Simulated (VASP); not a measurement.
# SrCr2H2 in VASP: a series of runs, part 2 of 2

VASP 6.6.1.

## Step 3: Density of states, LDA+U, collinear spin, ferromagnetic start

Input file POSCAR:

```
SrCr2H2
1.0
    2.2199977000      3.8451441000      0.0000000000
   -2.2199977000      3.8451441000      0.0000000000
    0.0000000000      0.0000000000      4.6323985700
H Cr Sr
2 2 1
Direct
    0.3333000000      0.3334000000      0.0976000000
    0.6667000000      0.6666000000      0.9024000000
    0.3333000000      0.3334000000      0.4589000000
    0.6667000000      0.6666000000      0.5411000000
    0.0000000000      0.0000000000      0.0000000000
```

Input file INCAR.step1:

```
PREC = Accurate
ENCUT = 520
EDIFF = 1E-6
ISMEAR = -1
SIGMA = 0.1252
LREAL = False
LASPH = True
NELM = 150
ALGO = Normal
ISIF = 2
LWAVE = False
LCHARG = True
ISPIN = 2
MAGMOM = 0 0 3 3 0
LMAXMIX = 4
LDAU = True
LDAUTYPE = 2
LDAUL = -1 2 -1
LDAUU = 0 3.57 0
LDAUJ = 0 0 0
LDAUPRINT = 1
NBANDS = 30
```

Input file KPOINTS.step1:

```
regular mesh
0
Gamma
  6 6 5
```

Input file INCAR.step2:

```
PREC = Accurate
ENCUT = 520
EDIFF = 1E-6
ISMEAR = -5
SIGMA = 0.1252
LREAL = False
LASPH = True
NELM = 150
ALGO = Normal
ISIF = 2
LWAVE = False
LCHARG = False
ISPIN = 2
MAGMOM = 0 0 3 3 0
LORBIT = 11
LMAXMIX = 4
LDAU = True
LDAUTYPE = 2
LDAUL = -1 2 -1
LDAUU = 0 3.57 0
LDAUJ = 0 0 0
LDAUPRINT = 1
NBANDS = 30
NEDOS = 2001
ICHARG = 11
```

Input file KPOINTS.step2:

```
regular mesh
0
Gamma
  9 9 8
```

Potentials or basis: VASP PAW LDA potentials, release 64 (H, Cr_pv, Sr_sv).

Launch:

```
$ cat potpaw_LDA.64/H/POTCAR potpaw_LDA.64/Cr_pv/POTCAR potpaw_LDA.64/Sr_sv/POTCAR > POTCAR
$ cp INCAR.step1 INCAR
$ cp KPOINTS.step1 KPOINTS
$ mpirun -np 1 vasp_std > vasp.out
$ cp INCAR.step2 INCAR
$ cp KPOINTS.step2 KPOINTS
$ mpirun -np 1 vasp_std > vasp.out
```

OUTCAR:

```text
PREC = Accurate
   ENCUT = 520
   EDIFF = 1E-6
   ISMEAR = -5
   LREAL = False
   LASPH = True
   NELM = 150
   ISIF = 2
   ISPIN = 2
   LORBIT = 11
   ICHARG = 11

 ion  position               nearest neighbor table
   1  0.333  0.333  0.098-   3 1.67   5 2.60   5 2.60   5 2.60
   2  0.667  0.667  0.902-   4 1.67   5 2.60   5 2.60   5 2.60
   3  0.333  0.333  0.459-   1 1.67   4 2.59   4 2.59   4 2.59   5 3.33   5 3.33   5 3.33   5 3.59
                             5 3.59   5 3.59
   4  0.667  0.667  0.541-   2 1.67   3 2.59   3 2.59   3 2.59   5 3.33   5 3.33   5 3.33   5 3.59
                             5 3.59   5 3.59
   5  0.000  0.000  0.000-   2 2.60   1 2.60   2 2.60   1 2.60   2 2.60   1 2.60   3 3.33   4 3.33
                             4 3.33   3 3.33   4 3.33   3 3.33   4 3.59   3 3.59   3 3.59   4 3.59

  LATTYP: Found a hexagonal cell.
 ALAT       =     4.4399913218
 C/A-ratio  =     1.0433350505

  Lattice vectors:

 A1 = (   2.2199977000,  -3.8451441000,   0.0000000000)
 A2 = (   2.2199977000,   3.8451441000,   0.0000000000)
 A3 = (   0.0000000000,   0.0000000000,   4.6323985700)

Analysis of symmetry for initial positions (statically):
=====================================================================
 Subroutine PRICEL returns:
 Original cell was already a primitive cell.

 Routine SETGRP: Setting up the symmetry group for a
 hexagonal supercell.

 Subroutine GETGRP returns: Found  4 space group operations
 (whereof  4 operations were pure point group operations)
 out of a pool of 24 trial point group operations.

The static configuration has the point symmetry C_2h.

Analysis of symmetry for dynamics (positions and initial velocities):
=====================================================================
[... 241 lines left out ...]

 Free energy of the ion-electron system (eV)
  ---------------------------------------------------
  ext. energy  EPLUGINS =         0.00000000
  ---------------------------------------------------
  free energy    TOTEN  =       -22.07373266 eV

  energy without entropy =      -22.07373266  energy(sigma->0) =      -22.07373266

 E-fermi :   4.1435     XC(G=0): -10.1181

 val. band max:        4.1335485900   @ k =   0.3333   0.4444   0.5000
 cond. band min:       4.0729831917   @ k =  -0.3333   0.3333   0.3750
 fundamental gap:     -0.0605653983
 Fermi energy:         4.1434558331

 spin component 1

 k-point     1 :       0.0000    0.0000    0.0000
  band No.  band energies     occupation
      1     -39.4092      1.00000
      2     -39.4086      1.00000
      3     -39.2631      1.00000
      4     -39.2101      1.00000
      5     -39.1334      1.00000
      6     -39.1332      1.00000
[... 1577 lines left out ...]
     29      10.9671      0.00000
     30      11.7338      0.00000

 [... further k-points ...]

------------------------ aborting loop because EDIFF is reached ----------------------------------------

  FORCE on cell =-STRESS in cart. coord.  units (eV):
  Direction    XX          YY          ZZ          XY          YZ          ZX
  --------------------------------------------------------------------------------------
  -------------------------------------------------------------------------------------
  Total        4.1048244      4.1050321      5.1519665      0.0001885     -0.0022478      0.0038934
  in kB       83.1580137     83.1622204    104.3716521      0.0038195     -0.0455380      0.0788740
  external PRESSURE =      90.2306287 kB  Pullay stress =       0.0000000 kB

 VOLUME and BASIS-vectors are now :
 -----------------------------------------------------------------------------
  energy-cutoff  :      520.00
  volume of cell :       79.09
      direct lattice vectors                 reciprocal lattice vectors
     2.219997700  3.845144100  0.000000000     0.225225459  0.130034138  0.000000000
    -2.219997700  3.845144100  0.000000000    -0.225225459  0.130034138  0.000000000
     0.000000000  0.000000000  4.632398570     0.000000000  0.000000000  0.215870890

 POSITION                                       TOTAL-FORCE (eV/Angst)
 -----------------------------------------------------------------------------------
     -0.00022      2.56356      0.45212        -0.000422      0.000243     -1.139993
      0.00022      5.12673      4.18028         0.000422     -0.000243      1.139993
     -0.00022      2.56356      2.12581         0.002454     -0.001417      0.745661
      0.00022      5.12673      2.50659        -0.002454      0.001417     -0.745661
      0.00000      0.00000      0.00000         0.000000      0.000000      0.000000
 -----------------------------------------------------------------------------------
    total drift:                               -0.000000      0.000000     -0.000000

  FREE ENERGIE OF THE ION-ELECTRON SYSTEM (eV)
  ---------------------------------------------------
  free  energy   TOTEN  =       -22.0737326634 eV

  energy  without entropy=      -22.0737326634  energy(sigma->0) =      -22.07373266

 total charge

# of ion       s       p       d       tot
------------------------------------------
    1        0.524   0.010   0.000   0.534
    2        0.524   0.010   0.000   0.534
    3        0.360   6.194   4.228  10.782
    4        0.360   6.194   4.228  10.782
    5        2.021   5.762   0.248   8.032
--------------------------------------------------
tot          3.789  18.170   8.705  30.664

 magnetization (x)

# of ion       s       p       d       tot
------------------------------------------
    1       -0.027   0.006   0.000  -0.021
    2       -0.027   0.006   0.000  -0.021
    3        0.051   0.077   4.008   4.136
    4        0.051   0.077   4.008   4.136
    5       -0.000   0.017   0.019   0.036
--------------------------------------------------
tot          0.049   0.183   8.035   8.267
```

It took 7.2 min on 1 thread of AMD EPYC 9R45 (Zen 5), shared host; peak memory 0.64 GiB.

Results:

```
Net moment                                            : 9.22 μB per cell
Site moments                                          : H -0.02; Cr +4.14; Sr +0.04 μB
Valence electrons inside the program's atomic spheres : H 0.53; Cr 10.78; Sr 8.03
```

Eigenvalues of the final occupation matrices:
```
    site  spin  trace               eigenvalues
site 3 d     1   4.12  0.73 0.83 0.83 0.86 0.86
site 3 d     2   0.12  0.00 0.00 0.01 0.01 0.08
site 4 d     1   4.12  0.73 0.83 0.83 0.86 0.86
site 4 d     2   0.12  0.00 0.00 0.01 0.01 0.08
```

Caveat: the U is typed as a test and isn't derived for this compound; tetrahedron occupations give inexact forces and stress in metals.
